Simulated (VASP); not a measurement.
# Rb2SnHgAu4 (I-42m) in VASP: single point with PBE

Aim: the single point of Rb2SnHgAu4 with PBE.

Program: VASP 6.6.1. These are calculated values, not measurements. Logs are shortened: lines on timing, memory, paths and dates and some standing lists are left out, and cuts for length are marked.

### Step 1. The cell of the first run

Symmetry: I-42m, No. 121, tetragonal system. The conventional cell has a = 8.074 Å, b = 8.074 Å, c = 6.773 Å, α = 90.00°, β = 90.00°, γ = 90.00°. Hg (site symmetry -42m) has 4 Au at 2.62 Å and 2 Sn at 3.39 Å within 3.5 Å. Au (site symmetry m) has 1 Sn at 2.55 Å and 1 Hg at 2.62 Å and 4 Rb at 3.41 to 3.47 Å within 3.5 Å. Within 3.4 Å of Sn (site symmetry -42m) lie 4 Au at 2.55 Å and 2 Hg at 3.39 Å. Within 4.5 Å of Rb (site symmetry 222) lie 2 Rb at 3.39 Å and 8 Au at 3.41 to 3.47 Å and 2 Hg at 4.04 Å and 2 Sn at 4.04 Å.

### Step 2. Single point, PBE

File INCAR:

```
ALGO = Normal
EDIFF = 1E-6
ENCUT = 520
GGA = PE
ISIF = 2
ISMEAR = 0
LASPH = True
LCHARG = False
LREAL = False
LWAVE = False
NBANDS = 54
NELM = 60
PREC = Accurate
SIGMA = 0.0818
```

File KPOINTS:

```
k-points
0
Gamma
  7 7 7
```

File POSCAR:

```
Rb2SnHgAu4
1.0
   -4.0371650000      4.0371650000      3.3864100000
    4.0371650000     -4.0371650000      3.3864100000
    4.0371650000      4.0371650000     -3.3864100000
Hg Au Sn Rb
1 4 1 2
Direct
    0.0000000000      0.0000000000      0.0000000000
    0.4297000000      0.4297000000      0.3422000000
    0.5703000000      0.9125000000      0.0000000000
    0.0875000000      0.0875000000      0.6578000000
    0.9125000000      0.5703000000      0.0000000000
    0.5000000000      0.5000000000      0.0000000000
    0.0000000000      0.5000000000      0.5000000000
    0.5000000000      0.0000000000      0.5000000000
```

Potentials or basis: VASP PAW PBE potentials, release 64 (Hg, Au, Sn_d, Rb_sv).

On the command line:

```sh
$ cat potpaw_PBE.64/Hg/POTCAR potpaw_PBE.64/Au/POTCAR potpaw_PBE.64/Sn_d/POTCAR potpaw_PBE.64/Rb_sv/POTCAR > POTCAR
$ mpirun -np 1 vasp_std > vasp.out
```

OUTCAR:

```text
EDIFF = 1E-6
   ENCUT = 520
   GGA = PE
   ISIF = 2
   ISMEAR = 0
   LASPH = True
   LREAL = False
   NELM = 60
   PREC = Accurate

 ion  position               nearest neighbor table
   1  0.000  0.000  0.000-   2 2.62   3 2.62   4 2.62   5 2.62   6 3.39   6 3.39   8 4.04   7 4.04
                             8 4.04   7 4.04
   2  0.430  0.430  0.342-   6 2.55   1 2.62   7 3.41   8 3.41   7 3.47   8 3.47
   3  0.570  0.913  0.000-   6 2.55   1 2.62   7 3.41   8 3.41   7 3.47   8 3.47
   4  0.087  0.087  0.658-   6 2.55   1 2.62   7 3.41   8 3.41   7 3.47   8 3.47
   5  0.913  0.570  0.000-   6 2.55   1 2.62   8 3.41   7 3.41   8 3.47   7 3.47
   6  0.500  0.500  0.000-   2 2.55   3 2.55   5 2.55   4 2.55   1 3.39   1 3.39   8 4.04   8 4.04
                             7 4.04   7 4.04
   7  0.000  0.500  0.500-   8 3.39   8 3.39   3 3.41   2 3.41   4 3.41   5 3.41   3 3.47   2 3.47
                             4 3.47   5 3.47   1 4.04   6 4.04   6 4.04   1 4.04   8 5.71   8 5.71
   8  0.500  0.000  0.500-   7 3.39   7 3.39   5 3.41   2 3.41   4 3.41   3 3.41   2 3.47   5 3.47
                             4 3.47   3 3.47   6 4.04   1 4.04   6 4.04   1 4.04   7 5.71   7 5.71

  LATTYP: Found a body centered tetragonal cell.
 ALAT       =     8.0743300000
 C/A-ratio  =     0.8388089167

  Lattice vectors:

 A1 = (  -4.0371650000,   4.0371650000,   3.3864100000)
 A2 = (   4.0371650000,  -4.0371650000,   3.3864100000)
 A3 = (   4.0371650000,   4.0371650000,  -3.3864100000)

Analysis of symmetry for initial positions (statically):
=====================================================================
 Subroutine PRICEL returns:
 Original cell was already a primitive cell.

 Routine SETGRP: Setting up the symmetry group for a
 body centered tetragonal supercell.

 Subroutine GETGRP returns: Found  8 space group operations
 (whereof  8 operations were pure point group operations)
 out of a pool of 16 trial point group operations.

The static configuration has the point symmetry D_2d.

Analysis of symmetry for dynamics (positions and initial velocities):
=====================================================================
 Subroutine PRICEL returns:
 Original cell was already a primitive cell.

 Routine SETGRP: Setting up the symmetry group for a
 body centered tetragonal supercell.

 Subroutine GETGRP returns: Found  8 space group operations
 (whereof  8 operations were pure point group operations)
 out of a pool of 16 trial point group operations.

The dynamic configuration has the point symmetry D_2d.

 Subroutine INISYM returns: Found  8 space group operations
 (whereof  8 operations are pure point group operations),
 and found     1 'primitive' translations

----------------------------------------------------------------------------------------

                                     Primitive cell

  volume of cell :     220.7763

  direct lattice vectors                    reciprocal lattice vectors
    -4.037165000  4.037165000  3.386410000     0.000000000  0.123849285  0.147648985
     4.037165000 -4.037165000  3.386410000     0.123849285  0.000000000  0.147648985
     4.037165000  4.037165000 -3.386410000     0.123849285  0.123849285  0.000000000

  length of vectors
     6.638160526  6.638160526  6.638160526     0.192714474  0.192714474  0.175149339

  position of ions in fractional coordinates (direct lattice)
     0.000000000  0.000000000  0.000000000
     0.429700000  0.429700000  0.342200000
     0.570300000  0.912500000  0.000000000
     0.087500000  0.087500000  0.657800000
     0.912500000  0.570300000  0.000000000
     0.500000000  0.500000000  0.000000000
     0.000000000  0.500000000  0.500000000
     0.500000000  0.000000000  0.500000000

  ion indices of the primitive-cell ions
   primitive index   ion index
                 1           1
                 2           2
                 3           3
                 4           4
                 5           5
                 6           6
                 7           7
                 8           8

----------------------------------------------------------------------------------------

 KPOINTS: k-points

Automatic generation of k-mesh.
 Grid dimensions read from file:
 generate k-points for:    7    7    7

 Generating k-lattice:

  Cartesian coordinates                     Fractional coordinates (reciprocal lattice)
     0.000000000  0.017692755  0.021092712     0.142857143  0.000000000  0.000000000
     0.017692755  0.000000000  0.021092712     0.000000000  0.142857143  0.000000000
     0.017692755  0.017692755  0.000000000     0.000000000  0.000000000  0.142857143

  Length of vectors
     0.027530639  0.027530639  0.025021334

  Shift w.r.t. Gamma in fractional coordinates (k-lattice)
     0.000000000  0.000000000  0.000000000

 Subroutine IBZKPT returns following result:
 ===========================================

 Found     40 irreducible k-points:

 Following reciprocal coordinates:
            Coordinates               Weight
  0.000000  0.000000  0.000000      1.000000
  0.142857 -0.000000  0.000000      8.000000
  0.285714  0.000000  0.000000      8.000000
  0.428571  0.000000 -0.000000      8.000000
  0.142857  0.142857  0.000000      8.000000
  0.285714  0.142857  0.000000     16.000000
[... 16 lines left out ...]
 -0.142857  0.285714  0.142857      8.000000
 -0.428571  0.428571  0.142857      8.000000
 [... further k-points ...]
   k-points           NKPTS =     40   k-points in BZ     NKDIM =     40   number of bands    NBANDS=     54
   number of dos      NEDOS =    301   number of ions     NIONS =      8
   total plane-waves  NPLWV = 125000
   dimension x,y,z NGX =    50 NGY =   50 NGZ =   50
   dimension x,y,z NGXF=   100 NGYF=  100 NGZF=  100
   ions per type =               1   4   1   2
   NGX,Y,Z   is equivalent  to a cutoff of  12.52, 12.52, 12.52 a.u.
   NGXF,Y,Z  is equivalent  to a cutoff of  25.04, 25.04, 25.04 a.u.
 SYSTEM =  unknown system
   PREC   = accura    normal or accurate (medium, high low for compatibility)
   ISTART =      0    job   : 0-new  1-cont  2-samecut
   ICHARG =      2    charge: 1-file 2-atom 10-const
   ISPIN  =      1    spin polarized calculation?
   LNONCOLLINEAR =      F non collinear calculations
   LSORBIT =      F    spin-orbit coupling
   LASPH  =      T    aspherical Exc in radial PAW
   ENCUT  =  520.0 eV  38.22 Ry    6.18 a.u.  12.34 12.34 12.34*2*pi/ulx,y,z
   NELM   =     60;   NELMIN=  2; NELMDL= -5     # of ELM steps
   EDIFF  = 0.1E-05   stopping-criterion for ELM
   LREAL  =      F    real-space projection
   EDIFFG = 0.1E-04   stopping-criterion for IOM
   NSW    =      0    number of steps for IOM
   IBRION =     -1    ionic relax: 0-MD 1-quasi-New 2-CG
   NFREE  =      0    steps in history (QN), initial steepest desc. (CG)
   ISIF   =      2    stress and relaxation
   ISYM   =      2    0-nonsym 1-usesym 2-fastsym
   POTIM  = 0.5000    time-step for ionic-motion
   TEBEG  =    0.0;   TEEND  =   0.0 temperature during run
   PSTRESS=    0.0 pullay stress
   NELECT =      88.0000    total number of electrons
   NUPDOWN=      -1.0000    fix difference up-down
   EMIN   =  10.00;   EMAX   =-10.00  energy-range for DOS
   EFERMI =   0.00;   METHOD = LEGACY
   ISMEAR =     0;   SIGMA  =   0.08  broadening in eV -4-tet -1-fermi 0-gaus
   EFERMI_NEDOS =   21; number of points for ismear=-14 and -15
   IALGO  =     38    algorithm
   IMIX   =      4    mixing-type and parameters
     AMIX     =   0.40;   BMIX     =  1.00
     AMIX_MAG =   1.60;   BMIX_MAG =  1.00
  volume/ion in A,a.u.               =      27.60       186.23
  Fermi-wavevector in a.u.,A,eV,Ry     =   1.204809  2.276759 19.749738  1.451565
  Thomas-Fermi vector in A             =   2.340523
   LORBIT       =      0    0 simple, 1 ext, 2 COOP (PROOUT), +10 PAW based schemes
   GGA     = PE    functional components
   LHFCALC =     F    Hartree Fock is set to
   AEXX    =    0.0000 exact exchange contribution
   IVDW    =     0    specifies the selected vdW correction
   LEPSILON=     F    determine dielectric tensor
   LRPA    =     F    only Hartree local field effects (RPA)
 non-spin polarized calculation
 Gauss-broadening in eV      SIGMA  =   0.08
  energy-cutoff  :      520.00
  volume of cell :      220.78
 maximum number of plane-waves:      6001
 NGX is ok and might be reduce to    50
   NGX = 25   NGY = 25   NGZ = 25

 number of electron      88.0000013 magnetization

 Free energy of the ion-electron system (eV)
  ---------------------------------------------------
  ext. energy  EPLUGINS =         0.00000000
  ---------------------------------------------------
  free energy    TOTEN  =       -17.65159337 eV

  energy without entropy =      -17.64688665  energy(sigma->0) =      -17.64924001

 E-fermi :   4.2341     XC(G=0):  -9.6736

 val. band max:        4.2169919400   @ k =  -0.1429   0.1429   0.0000
 cond. band min:       4.2502632447   @ k =   0.0000   0.0000   0.0000
 fundamental gap:      0.0332713047
 Fermi energy:         4.2340725239

 k-point     1 :       0.0000    0.0000    0.0000
  band No.  band energies     occupation
      1     -23.2555      2.00000
      2     -23.0904      2.00000
      3     -17.4721      2.00000
      4     -17.4721      2.00000
      5     -17.4267      2.00000
      6     -17.4250      2.00000
[... 46 lines left out ...]
     53      10.3543      0.00000
     54      10.3683      0.00000

 k-point     2 :       0.1429   -0.0000    0.0000
  band No.  band energies     occupation
      1     -23.2474      2.00000
      2     -23.0987      2.00000
      3     -17.4720      2.00000
      4     -17.4720      2.00000
      5     -17.4265      2.00000
      6     -17.4248      2.00000
[... 46 lines left out ...]
     53       9.6095      0.00000
     54      10.0486      0.00000
[... 1195 lines left out ...]
     53       8.9127      0.00000
     54       9.4145      0.00000

 k-point    24 :      -0.4286    0.4286    0.1429
  band No.  band energies     occupation
      1     -23.2544      2.00000
      2     -23.0904      2.00000
      3     -17.4719      2.00000
      4     -17.4713      2.00000
      5     -17.4260      2.00000
      6     -17.4250      2.00000
[... 46 lines left out ...]
     53       8.6684      0.00000
     54       9.0546      0.00000

 [... further k-points ...]

------------------------ aborting loop because EDIFF is reached ----------------------------------------

  FORCE on cell =-STRESS in cart. coord.  units (eV):
  Direction    XX          YY          ZZ          XY          YZ          ZX
  --------------------------------------------------------------------------------------
  -------------------------------------------------------------------------------------
  Total        8.4395878      8.4395878     14.4072988      0.0000000     -0.0000000      0.0000000
  in kB       61.2462201     61.2462201    104.5539913      0.0000000     -0.0000000      0.0000000
  external PRESSURE =      75.6821438 kB  Pullay stress =       0.0000000 kB

 VOLUME and BASIS-vectors are now :
 -----------------------------------------------------------------------------
  energy-cutoff  :      520.00
  volume of cell :      220.78
      direct lattice vectors                 reciprocal lattice vectors
    -4.037165000  4.037165000  3.386410000     0.000000000  0.123849285  0.147648985
     4.037165000 -4.037165000  3.386410000     0.123849285  0.000000000  0.147648985
     4.037165000  4.037165000 -3.386410000     0.123849285  0.123849285  0.000000000

 POSITION                                       TOTAL-FORCE (eV/Angst)
 -----------------------------------------------------------------------------------
      0.00000      0.00000      0.00000        -0.000000     -0.000000      0.000000
      1.38152      1.38152      1.75145         1.401064      1.401064     -0.001776
      1.38152     -1.38152      5.02137         1.401064     -1.401064      0.001776
      2.65565      2.65565     -1.63496        -1.401064     -1.401064     -0.001776
     -1.38152      1.38152      5.02137        -1.401064      1.401064      0.001776
      0.00000      0.00000      3.38641        -0.000000      0.000000      0.000000
      4.03716      0.00000      0.00000        -0.000000     -0.000000      0.000000
      0.00000      4.03716      0.00000        -0.000000     -0.000000      0.000000
 -----------------------------------------------------------------------------------
    total drift:                                0.000000      0.000000      0.000000

  FREE ENERGIE OF THE ION-ELECTRON SYSTEM (eV)
  ---------------------------------------------------
  free  energy   TOTEN  =       -17.6515933661 eV

  energy  without entropy=      -17.6468866491  energy(sigma->0) =      -17.64924001
```

Run time: 15 min. Hardware: 1 thread of Intel Xeon Platinum 8259CL at 2.50GHz (Skylake/Cascade Lake), shared host; peak memory 0.65 GiB.

Results:

| Property | Result |
| --- | --- |
| Free energy | -17.6516 eV |
| Pressure | 7.6 GPa |
| Largest force | 1.981 eV/Å |
| Band gap on the k mesh | zero (bands 44 and 45 overlap by 0.75 eV) |

Forces in eV/Å, atoms in the order of the input:
```
Hg   0.000  0.000  0.000
Au   1.401  1.401 -0.002
Au   1.401 -1.401  0.002
Au  -1.401 -1.401 -0.002
Au  -1.401  1.401  0.002
Sn   0.000  0.000  0.000
Rb   0.000  0.000  0.000
Rb   0.000  0.000  0.000
```

Stress tensor (GPa, compression positive):
```
 6.12  0.00  0.00
 0.00  6.12  0.00
 0.00  0.00 10.46
```

Caveat: the cell stands under pressure; spin-orbit coupling is left out, which moves the levels of the heavy elements; forces of over 1 eV/Å act on the atoms, so gaps and moduli don't describe the material at rest.

The gap in the log of VASP goes by the Fermi energy; the results here count the filled bands.